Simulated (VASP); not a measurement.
# Nb (Fm-3m) in VASP: a series of runs

Runs on Nb. Level: PBE. Tasks: relaxation of cell and atoms.

Program: VASP 6.6.1. These are calculated values, not measurements. Logs are shortened: lines on timing, memory, paths and dates and some standing lists are left out, and cuts for length are marked.

## (1) The cell of the first run

It takes space group Fm-3m (No. 225, cubic). The conventional cell has a = 4.190 Å, b = 4.190 Å, c = 4.190 Å, α = 90.00°, β = 90.00°, γ = 90.00°. Nb (site symmetry m-3m) has 12 Nb at 2.96 Å within 3.9 Å.

This isn't the form of Nb at room conditions, which is bcc.

## (2) Relaxation of cell and atoms, PBE, target pressure 10 GPa, at which the enthalpy is minimised

The input, INCAR:

```
ALGO = Normal
EDIFF = 1E-7
EDIFFG = -0.01
ENCUT = 500
GGA = PE
GGA_COMPAT = F
IBRION = 2
ISIF = 3
ISMEAR = -1
LASPH = T
LCHARG = F
LREAL = F
LWAVE = F
NELM = 120
NELMIN = 4
NSW = 80
PREC = Accurate
PSTRESS = 100.0
SIGMA = 0.05
```

The input, KPOINTS:

```
k-points
0
Gamma
  9 9 9
```

The input, POSCAR:

```
Nb
1.0
    0.0000000000      2.0950000000      2.0950000000
    2.0950000000      0.0000000000      2.0950000000
    2.0950000000      2.0950000000      0.0000000000
Nb
1
Direct
    0.0000000000      0.0000000000      0.0000000000
```

Potentials or basis: VASP PAW PBE potentials, release 64 (Nb_sv).

The run is started by

```console
$ cat potpaw_PBE.64/Nb_sv/POTCAR > POTCAR
$ mpirun -np 1 vasp_std > vasp.out
```

OUTCAR:

```text
EDIFF = 1E-7
   EDIFFG = -0.01
   ENCUT = 500
   GGA = PE
   IBRION = 2
   ISIF = 3
   ISMEAR = -1
   LASPH = T
   LREAL = F
   NELM = 120
   NELMIN = 4
   NSW = 80
   PREC = Accurate
   PSTRESS = 100.0

 ion  position               nearest neighbor table
   1  0.000  0.000  0.000-

  LATTYP: Found a face centered cubic cell.
 ALAT       =     4.1900000000

  Lattice vectors:

 A1 = (   0.0000000000,   2.0950000000,   2.0950000000)
 A2 = (   2.0950000000,   0.0000000000,   2.0950000000)
 A3 = (   2.0950000000,   2.0950000000,   0.0000000000)

Analysis of symmetry for initial positions (statically):
=====================================================================
 Subroutine PRICEL returns:
 Original cell was already a primitive cell.

 Routine SETGRP: Setting up the symmetry group for a
 face centered cubic supercell.

 Subroutine GETGRP returns: Found 48 space group operations
 (whereof 48 operations were pure point group operations)
 out of a pool of 48 trial point group operations.

The static configuration has the point symmetry O_h .

Analysis of symmetry for dynamics (positions and initial velocities):
=====================================================================
 Subroutine PRICEL returns:
 Original cell was already a primitive cell.

 Routine SETGRP: Setting up the symmetry group for a
 face centered cubic supercell.

 Subroutine GETGRP returns: Found 48 space group operations
 (whereof 48 operations were pure point group operations)
 out of a pool of 48 trial point group operations.

The dynamic configuration has the point symmetry O_h .

 Subroutine INISYM returns: Found 48 space group operations
 (whereof 48 operations are pure point group operations),
 and found     1 'primitive' translations

----------------------------------------------------------------------------------------

                                     Primitive cell

  volume of cell :      18.3900

  direct lattice vectors                    reciprocal lattice vectors
     0.000000000  2.095000000  2.095000000    -0.238663484  0.238663484  0.238663484
     2.095000000  0.000000000  2.095000000     0.238663484 -0.238663484  0.238663484
     2.095000000  2.095000000  0.000000000     0.238663484  0.238663484 -0.238663484

  length of vectors
     2.962777413  2.962777413  2.962777413     0.413377281  0.413377281  0.413377281

  position of ions in fractional coordinates (direct lattice)
     0.000000000  0.000000000  0.000000000

  ion indices of the primitive-cell ions
   primitive index   ion index
                 1           1

----------------------------------------------------------------------------------------

 KPOINTS: k-points

Automatic generation of k-mesh.
 Grid dimensions read from file:
 generate k-points for:    9    9    9

 Generating k-lattice:

  Cartesian coordinates                     Fractional coordinates (reciprocal lattice)
    -0.026518165  0.026518165  0.026518165     0.111111111  0.000000000  0.000000000
     0.026518165 -0.026518165  0.026518165     0.000000000  0.111111111  0.000000000
     0.026518165  0.026518165 -0.026518165     0.000000000  0.000000000  0.111111111

  Length of vectors
     0.045930809  0.045930809  0.045930809

  Shift w.r.t. Gamma in fractional coordinates (k-lattice)
     0.000000000  0.000000000  0.000000000

 Subroutine IBZKPT returns following result:
 ===========================================

 Found     35 irreducible k-points:

 Following reciprocal coordinates:
            Coordinates               Weight
  0.000000  0.000000  0.000000      1.000000
  0.111111  0.000000  0.000000      8.000000
  0.222222  0.000000  0.000000      8.000000
  0.333333  0.000000  0.000000      8.000000
  0.444444  0.000000  0.000000      8.000000
  0.111111  0.111111  0.000000      6.000000
[... 16 lines left out ...]
 -0.333333  0.333333  0.000000     12.000000
  0.444444  0.444444  0.000000      6.000000
 [... further k-points ...]
   k-points           NKPTS =     35   k-points in BZ     NKDIM =     35   number of bands    NBANDS=     10
   number of dos      NEDOS =    301   number of ions     NIONS =      1
   total plane-waves  NPLWV =  13824
   dimension x,y,z NGX =    24 NGY =   24 NGZ =   24
   dimension x,y,z NGXF=    48 NGYF=   48 NGZF=   48
   ions per type =               1
   NGX,Y,Z   is equivalent  to a cutoff of  13.47, 13.47, 13.47 a.u.
   NGXF,Y,Z  is equivalent  to a cutoff of  26.93, 26.93, 26.93 a.u.
 SYSTEM =  unknown system
   PREC   = accura    normal or accurate (medium, high low for compatibility)
   ISTART =      0    job   : 0-new  1-cont  2-samecut
   ICHARG =      2    charge: 1-file 2-atom 10-const
   ISPIN  =      1    spin polarized calculation?
   LNONCOLLINEAR =      F non collinear calculations
   LSORBIT =      F    spin-orbit coupling
   LASPH  =      T    aspherical Exc in radial PAW
   ENCUT  =  500.0 eV  36.75 Ry    6.06 a.u.   5.40  5.40  5.40*2*pi/ulx,y,z
   NELM   =    120;   NELMIN=  4; NELMDL= -5     # of ELM steps
   EDIFF  = 0.1E-06   stopping-criterion for ELM
   LREAL  =      F    real-space projection
   EDIFFG = -.1E-01   stopping-criterion for IOM
   NSW    =     80    number of steps for IOM
   IBRION =      2    ionic relax: 0-MD 1-quasi-New 2-CG
   NFREE  =      1    steps in history (QN), initial steepest desc. (CG)
   ISIF   =      3    stress and relaxation
   ISYM   =      2    0-nonsym 1-usesym 2-fastsym
   POTIM  = 0.5000    time-step for ionic-motion
   TEBEG  =    0.0;   TEEND  =   0.0 temperature during run
   PSTRESS=  100.0 pullay stress
   NELECT =      13.0000    total number of electrons
   NUPDOWN=      -1.0000    fix difference up-down
   EMIN   =  10.00;   EMAX   =-10.00  energy-range for DOS
   EFERMI =   0.00;   METHOD = LEGACY
   ISMEAR =    -1;   SIGMA  =   0.05  broadening in eV -4-tet -1-fermi 0-gaus
   EFERMI_NEDOS =   21; number of points for ismear=-14 and -15
   IALGO  =     38    algorithm
   IMIX   =      4    mixing-type and parameters
     AMIX     =   0.40;   BMIX     =  1.00
     AMIX_MAG =   1.60;   BMIX_MAG =  1.00
  volume/ion in A,a.u.               =      18.39       124.10
  Fermi-wavevector in a.u.,A,eV,Ry     =   1.458351  2.755883 28.936684  2.126786
  Thomas-Fermi vector in A             =   2.575045
   LORBIT       =      0    0 simple, 1 ext, 2 COOP (PROOUT), +10 PAW based schemes
   GGA     = PE    functional components
   LHFCALC =     F    Hartree Fock is set to
   AEXX    =    0.0000 exact exchange contribution
   IVDW    =     0    specifies the selected vdW correction
   LEPSILON=     F    determine dielectric tensor
   LRPA    =     F    only Hartree local field effects (RPA)
 conjugate gradient relaxation of ions
 non-spin polarized calculation
  energy-cutoff  :      500.00
  volume of cell :       18.39
 maximum number of plane-waves:       483
 NGX is ok and might be reduce to    24
   NGX = 11   NGY = 11   NGZ = 11

--------------------------------------- Ionic step        1  -------------------------------------------

 number of electron      13.0000001 magnetization

 Free energy of the ion-electron system (eV)
  ---------------------------------------------------
  ext. energy  EPLUGINS =         0.00000000
  ---------------------------------------------------
  free energy    TOTEN  =        -9.88654764 eV

  energy without entropy =       -9.87181407  energy(sigma->0) =       -9.87918085

------------------------ aborting loop because EDIFF is reached ----------------------------------------

  FORCE on cell =-STRESS in cart. coord.  units (eV):
  Direction    XX          YY          ZZ          XY          YZ          ZX
  --------------------------------------------------------------------------------------
  -------------------------------------------------------------------------------------
  Total        0.4907804      0.4907804      0.4907804      0.0000000      0.0000000     -0.0000000
  in kB       42.7578400     42.7578400     42.7578400      0.0000000      0.0000000     -0.0000000
  external PRESSURE =     -57.2421600 kB  Pullay stress =     100.0000000 kB

 VOLUME and BASIS-vectors are now :
 -----------------------------------------------------------------------------
  energy-cutoff  :      500.00
  volume of cell :       18.39
      direct lattice vectors                 reciprocal lattice vectors
     0.000000000  2.095000000  2.095000000    -0.238663484  0.238663484  0.238663484
     2.095000000  0.000000000  2.095000000     0.238663484 -0.238663484  0.238663484
     2.095000000  2.095000000  0.000000000     0.238663484  0.238663484 -0.238663484
[... 81 lines left out ...]
  FREE ENERGIE OF THE ION-ELECTRON SYSTEM (eV)
  ---------------------------------------------------
  free  energy   TOTEN  =        -9.8630659622 eV

  energy  without entropy=       -9.8470054665  energy(sigma->0) =       -9.85503571

  enthalpy is  TOTEN    =        -8.7487563130 eV   P V=        1.1143096492

--------------------------------------- Ionic step        4  -------------------------------------------

 number of electron      13.0000000 magnetization

 Free energy of the ion-electron system (eV)
  ---------------------------------------------------
  ext. energy  EPLUGINS =         0.00000000
  ---------------------------------------------------
  free energy    TOTEN  =        -9.86229787 eV

  energy without entropy =       -9.84620736  energy(sigma->0) =       -9.85425261

 E-fermi :  11.6666     XC(G=0): -12.5550

 val. band max:       11.6622711902   @ k =   0.3333   0.1111   0.0000
 cond. band min:      11.6868689274   @ k =   0.4444   0.3333   0.1111
 fundamental gap:      0.0245977372
 Fermi energy:        11.6665786407

 k-point     1 :       0.0000    0.0000    0.0000
  band No.  band energies     occupation
      1     -43.0770      2.00000
      2     -18.3612      2.00000
      3     -18.3612      2.00000
      4     -18.3612      2.00000
      5       5.3388      2.00000
      6      11.7434      0.35433
      7      11.7434      0.35433
      8      11.7434      0.35433
      9      14.5237      0.00000
     10      14.5237      0.00000

 k-point     2 :       0.1111    0.0000    0.0000
  band No.  band energies     occupation
      1     -43.0499      2.00000
      2     -18.5355      2.00000
      3     -18.3826      2.00000
      4     -18.3826      2.00000
      5       5.8124      2.00000
      6      11.3961      1.99109
      7      11.9493      0.00698
      8      11.9493      0.00698
      9      14.3481      0.00000
     10      14.3481      0.00000
[... 274 lines left out ...]
 k-point    24 :       0.4444    0.4444    0.0000
  band No.  band energies     occupation
      1     -42.7717      2.00000
      2     -19.6242      2.00000
      3     -18.8396      2.00000
      4     -18.8396      2.00000
      5       7.4362      2.00000
      6       8.1829      2.00000
      7      15.1453      0.00000
      8      16.5380      0.00000
      9      16.8635      0.00000
     10      16.8635      0.00000

 [... further k-points ...]

------------------------ aborting loop because EDIFF is reached ----------------------------------------

  FORCE on cell =-STRESS in cart. coord.  units (eV):
  Direction    XX          YY          ZZ          XY          YZ          ZX
  --------------------------------------------------------------------------------------
  -------------------------------------------------------------------------------------
  Total        1.1130018      1.1130018      1.1130018      0.0000000     -0.0000000      0.0000000
  in kB       99.9520562     99.9520562     99.9520562      0.0000000     -0.0000000      0.0000000
  external PRESSURE =      -0.0479438 kB  Pullay stress =     100.0000000 kB

 VOLUME and BASIS-vectors are now :
 -----------------------------------------------------------------------------
  energy-cutoff  :      500.00
  volume of cell :       17.84
      direct lattice vectors                 reciprocal lattice vectors
     0.000000000  2.073933874  2.073933874    -0.241087725  0.241087725  0.241087725
     2.073933874  0.000000000  2.073933874     0.241087725 -0.241087725  0.241087725
     2.073933874  2.073933874  0.000000000     0.241087725  0.241087725 -0.241087725

 POSITION                                       TOTAL-FORCE (eV/Angst)
 -----------------------------------------------------------------------------------
      2.07393      2.07393      4.14787         0.000000     -0.000000      0.000000
 -----------------------------------------------------------------------------------
    total drift:                               -0.000000     -0.000000     -0.000000

  FREE ENERGIE OF THE ION-ELECTRON SYSTEM (eV)
  ---------------------------------------------------
  free  energy   TOTEN  =        -9.8622978650 eV

  energy  without entropy=       -9.8462073592  energy(sigma->0) =       -9.85425261

  enthalpy is  TOTEN    =        -8.7487622075 eV   P V=        1.1135356575

 reached required accuracy - stopping structural energy minimisation
```

Wall time 20 s (1 thread of Intel Xeon 8259CL, shared host); peak memory 0.15 GiB.

Results:

```
Free energy                                                : -9.8623 eV
Relaxed volume                                             : 17.84 Å³/atom
Relaxed cell                                               : a = 2.933 Å, b = 2.933 Å, c = 2.933 Å, α = 60.00°, β = 60.00°, γ = 60.00°
Space group after relaxing (to 0.1 Å)                      : Fm-3m (No. 225)
Energy change on relaxing (the run minimises the enthalpy) : +24.2 meV/atom
Ionic steps                                                : 4
Pressure after relaxing                                    : 10.0 GPa
Band gap on the k mesh                                     : zero (an odd number of electrons rules out a gap without spin polarisation)
```

Step by step:
```tsv
step	energy change (eV)	largest force (eV/Å)	pressure (GPa)	volume (Å³)
1	0.0000	0.0000	4.28	18.39
2	0.1443	0.0000	24.13	16.70
3	0.0235	0.0000	9.86	17.85
4	0.0242	0.0000	10.00	17.84
```

Final structure:
```yaml
crystal:
  lattice:
    - [0.00000, 2.07393, 2.07393]
    - [2.07393, 0.00000, 2.07393]
    - [2.07393, 2.07393, 0.00000]
  atoms:
    - { symbol: Nb, position: [0.00000, 0.00000, 0.00000] }
```

Caveat: the cell is relaxed towards a set pressure, so the run minimises the enthalpy, not the energy.

[end of part 1 of 2]

The gap in the log of VASP goes by the Fermi energy; the results here count the filled bands.